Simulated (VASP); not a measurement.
Wanted: the native input for a VASP 6.6.1 run.

```
Task                   : relaxation of cell and atoms
Functional             : PBE
Potentials or basis    : VASP PAW PBE potentials, release 64 (Mo_sv, Si)
Cutoff                 : 600 eV
k mesh                 : 9 × 9 × 7
Occupations            : fermi-dirac, width 0.1 eV
Spin                   : no spin polarisation
Target pressure        : 0.041 GPa
Dipole correction      : no
Further INCAR settings : ALGO = Normal; EDIFF = 1e-06; IBRION = 2; EDIFFG = -0.005; NSW = 32; ISIF = 3
```

The structure of Si2Mo (AlB2 type) lies in POSCAR:

```
Si2Mo
1.0
    4.3094500489      0.0000000000      0.0000000000
   -2.1547250245      3.7320932187      0.0000000000
    0.0000000000      0.0000000000      2.6084376415
Mo Si
1 2
Direct
    0.0000000000      0.0000000000      0.0000000000
    0.3333333333      0.6666666667      0.5000000000
    0.6666666667      0.3333333333      0.5000000000
```

These files were run (other wordings do the same):

INCAR

```
PREC = Accurate
ENCUT = 600
EDIFF = 1E-6
ISMEAR = -1
SIGMA = 0.1
LREAL = F
LASPH = T
NELM = 100
ALGO = Normal
ISIF = 3
LWAVE = F
LCHARG = F
GGA = PE
IBRION = 2
NSW = 32
EDIFFG = -0.005
PSTRESS = 0.41000000000000003
```

KPOINTS

```
regular mesh
0
Gamma
  9 9 7
```

Potentials or basis: VASP PAW PBE potentials, release 64 (Mo_sv, Si).

Run with:

```sh
$ cat potpaw_PBE.64/Mo_sv/POTCAR potpaw_PBE.64/Si/POTCAR > POTCAR
$ mpirun -np 1 vasp_std > vasp.out
```

Results of the run:

| Property | Result |
| --- | --- |
| Relaxed volume | 13.99 Å³/atom |
| Relaxed cell | a = 4.310 Å, b = 4.310 Å, c = 2.609 Å, α = 90.00°, β = 90.00°, γ = 120.00° |
| Space group after relaxing (to 0.1 Å) | P6/mmm (No. 191) |
| Energy change on relaxing (the run minimises the enthalpy) | -0.0 meV/atom |
| Ionic steps | 3 |
| Pressure after relaxing | 0.0 GPa |
| Band gap on the k mesh | zero (bands 11 and 12 overlap by 1.81 eV) |

Caveat: the cell is relaxed towards a set pressure, so the run minimises the enthalpy, not the energy.

It took 2.4 min on 1 thread of Intel Xeon 8259CL, on a shared host, peak memory 0.21 GiB.
